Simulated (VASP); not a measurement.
# Si36W17 (a cell with a defect) in VASP: further runs

Runs on Si36W17 (a cell with a defect). Level: PBE. Tasks: single point.

Everything below comes from runs of VASP 6.6.1. Logs are shortened: lines on timing, memory, paths and dates and some standing lists are left out, and cuts for length are marked.

### Step 1. The cell of the first run

The cell holds a defect, 53 atoms: a = 9.688 Å, b = 9.688 Å, c = 9.097 Å, α = 110.79°, β = 110.79°, γ = 90.00°.

### Step 2. Single point, PBE

Input file INCAR:

```
  ALGO = Normal
  EDIFF = 1E-7
  ENCUT = 520
  GGA = PE
  ISIF = 2
  ISMEAR = 1
  LASPH = T
  LCHARG = F
  LREAL = Auto
  LUSENCCL = F
  LWAVE = F
  NBANDS = 223
  NELM = 60
  PREC = Accurate
  SIGMA = 0.1
```

Input file KPOINTS:

```
k-points
0
Gamma
  2 2 2
```

Input file POSCAR:

```
Si36W17
1.0
    9.6876021900      0.0000000000      0.0000000000
    0.0000000000      9.6876021900      0.0000000000
   -3.2292007300     -3.2292007300      7.8679106400
Si W
36 17
Direct
    0.1148333916      0.1090463042      0.3319939841
    0.2236165540      0.2250805902      0.1671990266
    0.1270102860      0.1169188312      0.8397694512
    0.2257348231      0.2193719482      0.6618954178
    0.1093099586      0.4454226453      0.3364137089
    0.2233158617      0.5515590056      0.1651415553
    0.1136901784      0.4415714165      0.8333734711
    0.2183278871      0.5512703363      0.6595129555
    0.1088656986      0.7732756190      0.3357869860
    0.2212540359      0.8817628878      0.1648203773
    0.1084200906      0.7781391679      0.8371996457
    0.2149600930      0.8801925079      0.6588784796
    0.4399938064      0.1069679516      0.3297382391
    0.5559024216      0.2190231881      0.1651255409
    0.4448822651      0.1028144412      0.8302770963
    0.5503528413      0.2198398891      0.6640532969
    0.4546662345      0.4490168489      0.3380473065
    0.5544753656      0.5559952464      0.1664596943
    0.4453343561      0.4455669214      0.8324478123
    0.5581682421      0.5537149213      0.6582789557
    0.4510910796      0.7710201951      0.3356084126
    0.5517475177      0.8855689253      0.1617726812
    0.4438465232      0.7742011287      0.8288160985
    0.5592460865      0.8766642607      0.6561814484
    0.7769395571      0.1076413269      0.3280023272
    0.8886268409      0.2221995998      0.1681048579
    0.7662905409      0.1175260813      0.8402692027
    0.8893250092      0.2258397759      0.6671557724
    0.7740305670      0.4525017781      0.3459633853
    0.8882121656      0.5545680980      0.1712594438
    0.7757060166      0.4415543931      0.8367851773
    0.8852840271      0.5393842952      0.6727115040
    0.7699978613      0.7854074536      0.3267762075
    0.8898307594      0.8847469421      0.1609724688
    0.7814153329      0.7749693622      0.8272136400
    0.8944109641      0.9468657398      0.6884841793
    0.0003807719      0.0030530533      0.0023131935
    0.0007839701      0.0007265772      0.4964546725
   -0.0003133321      0.3334814436      0.0020084112
    0.0006648180      0.3300735754      0.4990254948
   -0.0007516228      0.6603795709      0.0028228587
   -0.0627790052      0.6955677824      0.5311487625
    0.3316769235     -0.0045934906     -0.0033388788
    0.3329558431     -0.0041830006      0.4977097706
    0.3366406547      0.3321178637     -0.0008417737
    0.3337196481      0.3309430065      0.4982100305
    0.3297232359      0.6639831422     -0.0060248524
    0.3323319369      0.6627243226      0.4971154578
    0.6658476028     -0.0039909055     -0.0029828758
    0.6617769693      0.0034219012      0.4965281355
    0.6654981392      0.3353311962      0.0056832115
    0.6645253264      0.3247570395      0.4992950708
    0.6662634987      0.6652284644     -0.0006615479
```

Potentials or basis: VASP PAW PBE potentials, release 64 (Si, W_sv).

Launch:

```sh
$ cat potpaw_PBE.64/Si/POTCAR potpaw_PBE.64/W_sv/POTCAR > POTCAR
$ mpirun -np 1 vasp_std > vasp.out
```

OUTCAR:

```text
EDIFF = 1E-7
   ENCUT = 520
   GGA = PE
   ISIF = 2
   ISMEAR = 1
   LASPH = T
   LREAL = Auto
   NELM = 60
   PREC = Accurate

 ion  position               nearest neighbor table
   1  0.115  0.109  0.332-  37 2.59   4 2.60  46 2.61  38 2.62  44 2.62   2 2.63  10 2.64  40 2.65
                            26 2.66  34 2.66
   2  0.224  0.225  0.167-   3 2.58  46 2.60  39 2.62  13 2.62  45 2.63   1 2.63  37 2.64   5 2.65
                            43 2.68  17 2.70
   3  0.127  0.117  0.840-  36 2.42  45 2.52  43 2.56   2 2.58   4 2.60  12 2.65  39 2.68  38 2.70
                            37 2.71  28 2.74  15 3.11
   4  0.226  0.219  0.662-  46 2.59   1 2.60   3 2.60  44 2.61  38 2.63  40 2.63  19 2.64  45 2.65
                            15 2.65   7 2.66  16 3.14
   5  0.109  0.445  0.336-   8 2.54  30 2.61  48 2.61  40 2.61  26 2.63  39 2.63  46 2.65   2 2.65
                             6 2.66  42 3.29
   6  0.223  0.552  0.165-   7 2.61  48 2.61  41 2.61  39 2.62  45 2.63  47 2.65  21 2.65   5 2.66
                            17 2.66   9 2.67
   7  0.114  0.442  0.833-  32 2.57  47 2.60  28 2.61   6 2.61  45 2.62  40 2.63   8 2.64  41 2.64
                            39 2.65   4 2.66
   8  0.218  0.551  0.660-   5 2.54  40 2.60  48 2.62  46 2.63  47 2.63   7 2.64  19 2.65  23 2.66
                            11 2.70  42 3.10
   9  0.109  0.773  0.336-  12 2.54  30 2.60  48 2.62  41 2.62  38 2.62  44 2.65  34 2.65  10 2.66
[... 75 lines left out ...]
  47  0.330  0.664  0.994-   7 2.60  11 2.61  10 2.61  19 2.62  22 2.63   8 2.63  23 2.63   6 2.65
                            18 2.65  21 2.69  43 3.20  41 3.23  45 3.23  53 3.24
  48  0.332  0.663  0.497-   5 2.61  23 2.61   6 2.61  24 2.61   9 2.62   8 2.62  20 2.62  17 2.62
                            21 2.62  12 2.62  46 3.22  44 3.22
  49  0.666  0.996  0.997-  27 2.56  15 2.60  25 2.60  23 2.63  22 2.63  34 2.63  14 2.64  26 2.66
                            35 2.67  24 2.68  53 3.21  37 3.22  43 3.24  51 3.26
  50  0.662  0.003  0.497-  36 2.51  13 2.59  33 2.60  16 2.60  24 2.63  21 2.63  25 2.63  22 2.63
                            28 2.67  27 2.71  52 3.10  44 3.19  38 3.28
  51  0.665  0.335  0.006-  27 2.54  14 2.60  18 2.60  31 2.62  30 2.62  26 2.63  19 2.64  29 2.68
                            15 2.69  16 2.69  45 3.17  53 3.22  39 3.25  49 3.26
  52  0.665  0.325  0.499-  32 2.58  28 2.58  16 2.60  20 2.62  13 2.62  17 2.62  29 2.62  25 2.63
                            14 2.63  31 2.66  50 3.10  46 3.20  40 3.26
  53  0.666  0.665  0.999-  33 2.58  19 2.61  31 2.62  34 2.63  22 2.63  18 2.63  23 2.64  30 2.65
                            20 2.68  35 2.69  49 3.21  41 3.22  51 3.22  47 3.24

  LATTYP: Found a base centered monoclinic cell.
 ALAT       =    13.7003384040
 B/A-ratio  =     1.0000000000
 C/A-ratio  =     0.6640145793
 COS(beta)  =    -0.5019970099

  Lattice vectors:

 A1 = (   9.6876021900,   0.0000000000,   0.0000000000)
 A2 = (   0.0000000000,   9.6876021900,   0.0000000000)
 A3 = (  -3.2292007300,  -3.2292007300,   7.8679106400)

Analysis of symmetry for initial positions (statically):
=====================================================================
 Subroutine PRICEL returns:
 Original cell was already a primitive cell.

 Routine SETGRP: Setting up the symmetry group for a
 base centered monoclinic supercell.

 Subroutine GETGRP returns: Found  1 space group operations
 (whereof  1 operations were pure point group operations)
 out of a pool of  4 trial point group operations.

The static configuration has the point symmetry C_1 .

Analysis of symmetry for dynamics (positions and initial velocities):
=====================================================================
 Subroutine PRICEL returns:
 Original cell was already a primitive cell.

 Routine SETGRP: Setting up the symmetry group for a
 base centered monoclinic supercell.

 Subroutine GETGRP returns: Found  1 space group operations
 (whereof  1 operations were pure point group operations)
 out of a pool of  4 trial point group operations.

The dynamic configuration has the point symmetry C_1 .

 Subroutine INISYM returns: Found  1 space group operations
 (whereof  1 operations are pure point group operations),
[... 126 lines left out ...]

----------------------------------------------------------------------------------------

 KPOINTS: k-points

Automatic generation of k-mesh.
 Grid dimensions read from file:
 generate k-points for:    2    2    2

 Generating k-lattice:

  Cartesian coordinates                     Fractional coordinates (reciprocal lattice)
     0.051612359 -0.000000000  0.021183091     0.500000000  0.000000000  0.000000000
    -0.000000000  0.051612359  0.021183091     0.000000000  0.500000000  0.000000000
     0.000000000  0.000000000  0.063549273     0.000000000  0.000000000  0.500000000

  Length of vectors
     0.055790312  0.055790312  0.063549273

  Shift w.r.t. Gamma in fractional coordinates (k-lattice)
     0.000000000  0.000000000  0.000000000

 Subroutine IBZKPT returns following result:
 ===========================================

 Found      8 irreducible k-points:

 Following reciprocal coordinates:
            Coordinates               Weight
  0.000000  0.000000  0.000000      1.000000
  0.500000  0.000000  0.000000      1.000000
  0.000000  0.500000  0.000000      1.000000
  0.500000  0.500000  0.000000      1.000000
  0.000000  0.000000  0.500000      1.000000
  0.500000  0.000000  0.500000      1.000000
  0.000000  0.500000  0.500000      1.000000
  0.500000  0.500000  0.500000      1.000000
   k-points           NKPTS =      8   k-points in BZ     NKDIM =      8   number of bands    NBANDS=    223
   number of dos      NEDOS =    301   number of ions     NIONS =     53
   total plane-waves  NPLWV = 362880
   dimension x,y,z NGX =    72 NGY =   72 NGZ =   70
   dimension x,y,z NGXF=   144 NGYF=  144 NGZF=  140
   ions per type =              36  17
   NGX,Y,Z   is equivalent  to a cutoff of  12.36, 12.36, 12.79 a.u.
   NGXF,Y,Z  is equivalent  to a cutoff of  24.71, 24.71, 25.58 a.u.
 SYSTEM =  unknown system
   PREC   = accura    normal or accurate (medium, high low for compatibility)
   ISTART =      0    job   : 0-new  1-cont  2-samecut
   ICHARG =      2    charge: 1-file 2-atom 10-const
   ISPIN  =      1    spin polarized calculation?
   LNONCOLLINEAR =      F non collinear calculations
   LSORBIT =      F    spin-orbit coupling
   LASPH  =      T    aspherical Exc in radial PAW
   ENCUT  =  520.0 eV  38.22 Ry    6.18 a.u.  18.01 18.01 16.91*2*pi/ulx,y,z
   NELM   =     60;   NELMIN=  2; NELMDL= -5     # of ELM steps
   EDIFF  = 0.1E-06   stopping-criterion for ELM
   LREAL  =      T    real-space projection
   EDIFFG = 0.1E-05   stopping-criterion for IOM
   NSW    =      0    number of steps for IOM
   IBRION =     -1    ionic relax: 0-MD 1-quasi-New 2-CG
   NFREE  =      0    steps in history (QN), initial steepest desc. (CG)
   ISIF   =      2    stress and relaxation
   ISYM   =      2    0-nonsym 1-usesym 2-fastsym
   POTIM  = 0.5000    time-step for ionic-motion
   TEBEG  =    0.0;   TEEND  =   0.0 temperature during run
   PSTRESS=    0.0 pullay stress
   NELECT =     382.0000    total number of electrons
   NUPDOWN=      -1.0000    fix difference up-down
   EMIN   =  10.00;   EMAX   =-10.00  energy-range for DOS
   EFERMI =   0.00;   METHOD = LEGACY
   ISMEAR =     1;   SIGMA  =   0.10  broadening in eV -4-tet -1-fermi 0-gaus
   EFERMI_NEDOS =   21; number of points for ismear=-14 and -15
   IALGO  =     38    algorithm
   IMIX   =      4    mixing-type and parameters
     AMIX     =   0.40;   BMIX     =  1.00
     AMIX_MAG =   1.60;   BMIX_MAG =  1.00
  volume/ion in A,a.u.               =      13.93        94.02
  Fermi-wavevector in a.u.,A,eV,Ry     =   1.314212  2.483500 23.499330  1.727152
  Thomas-Fermi vector in A             =   2.444480
   LORBIT       =      0    0 simple, 1 ext, 2 COOP (PROOUT), +10 PAW based schemes
   GGA     = PE    functional components
   LHFCALC =     F    Hartree Fock is set to
   AEXX    =    0.0000 exact exchange contribution
   IVDW    =     0    specifies the selected vdW correction
   LEPSILON=     F    determine dielectric tensor
   LRPA    =     F    only Hartree local field effects (RPA)
 non-spin polarized calculation
 Methfessel and Paxton  Order N= 1 SIGMA  =   0.10
  energy-cutoff  :      520.00
  volume of cell :      738.40
 maximum number of plane-waves:     19958
   NGX = 37   NGY = 37   NGZ = 33

 number of electron     382.0000003 magnetization

 Free energy of the ion-electron system (eV)
  ---------------------------------------------------
  ext. energy  EPLUGINS =         0.00000000
  ---------------------------------------------------
  free energy    TOTEN  =      -426.51973699 eV

  energy without entropy =     -426.52491480  energy(sigma->0) =     -426.52146293

 E-fermi :  11.3094     XC(G=0): -12.3034

 val. band max:       11.2358215122   @ k =   0.0000   0.0000   0.0000
 cond. band min:      11.3144057804   @ k =   0.0000   0.5000   0.0000
 fundamental gap:      0.0785842681
 Fermi energy:        11.3094476288

 k-point     1 :       0.0000    0.0000    0.0000
  band No.  band energies     occupation
      1     -62.5340      2.00000
      2     -62.5244      2.00000
      3     -62.5023      2.00000
      4     -62.4969      2.00000
      5     -62.4951      2.00000
      6     -62.4868      2.00000
[... 1637 lines left out ...]
    202      13.0140     -0.00000
    203      13.0353     -0.00000
 [bands above 203 left out]

------------------------ aborting loop because EDIFF is reached ----------------------------------------

  FORCE on cell =-STRESS in cart. coord.  units (eV):
  Direction    XX          YY          ZZ          XY          YZ          ZX
  --------------------------------------------------------------------------------------
  -------------------------------------------------------------------------------------
  Total        1.7775761      6.7330084      8.3184059     -0.7195320     -0.5021851      2.0477484
  in kB        3.8569746     14.6092435     18.0492300     -1.5612363     -1.0896383      4.4431929
  external PRESSURE =      12.1718161 kB  Pullay stress =       0.0000000 kB

 VOLUME and BASIS-vectors are now :
 -----------------------------------------------------------------------------
  energy-cutoff  :      520.00
  volume of cell :      738.40
      direct lattice vectors                 reciprocal lattice vectors
     9.687602190  0.000000000  0.000000000     0.103224718 -0.000000000  0.042366182
     0.000000000  9.687602190  0.000000000    -0.000000000  0.103224718  0.042366182
    -3.229200730 -3.229200730  7.867910640     0.000000000  0.000000000  0.127098546

 POSITION                                       TOTAL-FORCE (eV/Angst)
 -----------------------------------------------------------------------------------
      0.04039     -0.01568      2.61210        -0.104605      0.043957      0.105237
      1.62639      1.64057      1.31551         0.015685      0.014876     -0.029417
     -1.48136     -1.57912      6.60723        -0.591371     -0.071826     -0.121489
      0.04944     -0.01221      5.20773        -0.136174      0.019848      0.023942
     -0.02740      3.22873      2.64687         0.126036     -0.206554     -0.039777
      1.63012      4.81001      1.29932        -0.014285      0.058526      0.034737
[... 45 lines left out ...]
      4.82533      1.53379      3.92841        -0.037165      0.155624      0.074898
      3.22743      3.21740      7.86271        -0.190363     -0.033037      0.121027
 -----------------------------------------------------------------------------------
    total drift:                                0.020117      0.015379     -0.005718

  FREE ENERGIE OF THE ION-ELECTRON SYSTEM (eV)
  ---------------------------------------------------
  free  energy   TOTEN  =      -426.5197369921 eV

  energy  without entropy=     -426.5249147982  energy(sigma->0) =     -426.52146293
```

It took 4.3 min on 1 × NVIDIA H100 80GB with 1 thread of AMD EPYC 7R13 (Zen 3), shared host; peak memory 2.1 GiB.

What came out:

```
Free energy            : -426.5197 eV
Pressure               : 1.2 GPa
Largest force          : 5.843 eV/Å
Band gap on the k mesh : zero (bands 191 and 192 overlap by 0.25 eV)
```

Forces in eV/Å, atoms in the order of the input:
```
Si  -0.105  0.044  0.105
Si   0.016  0.015 -0.029
Si  -0.591 -0.072 -0.121
Si  -0.136  0.020  0.024
Si   0.126 -0.207 -0.040
Si  -0.014  0.059  0.035
Si  -0.162  0.065  0.012
Si  -0.093  0.053  0.206
Si  -0.060  0.236  0.057
Si  -0.028  0.103  0.062
Si  -0.225  0.064  0.457
Si  -0.138  0.125  0.230
Si  -0.040  0.045  0.062
Si  -0.054 -0.063 -0.030
Si  -0.029  0.044  0.037
Si  -0.024  0.000  0.079
Si   0.014  0.013  0.017
Si  -0.013  0.014 -0.109
Si  -0.012 -0.009  0.062
Si   0.115  0.178  0.129
Si   0.027  0.098  0.108
Si  -0.077  0.095  0.040
Si  -0.029  0.061  0.033
Si   0.055  0.000  0.100
Si  -0.027  0.049  0.078
Si  -0.133  0.073  0.031
Si   0.407 -0.039 -0.152
Si  -0.063 -0.234  0.092
Si  -0.483 -0.333 -0.187
Si  -0.363  0.123  0.089
Si  -0.073  0.020  0.005
Si  -0.374  0.612 -0.093
Si  -0.490  0.168  0.285
Si  -0.171  0.057  0.061
Si   0.177  0.085  0.008
Si  -0.220 -2.122 -0.787
W   -0.138  0.114  0.240
W   -0.175  0.100  0.106
W   -0.147  0.167  0.212
W   -0.141  0.370  0.088
W   -0.238  0.092  0.034
W    5.250 -1.121 -2.306
W   -0.097  0.118  0.067
W   -0.141 -0.040  0.047
W   -0.115  0.026 -0.004
W   -0.077  0.084  0.071
W   -0.038  0.018  0.123
W   -0.155  0.042 -0.006
W   -0.070  0.169  0.115
W   -0.101  0.305  0.062
W   -0.097 -0.003  0.002
W   -0.037  0.156  0.075
W   -0.190 -0.033  0.121
```

Caveat: the k points lie up to 0.40 Å⁻¹ apart; spin-orbit coupling is left out, which moves the levels of the heavy elements.

[end of part 1 of 2]

The gap in the log of VASP goes by the Fermi energy; the results here count the filled bands.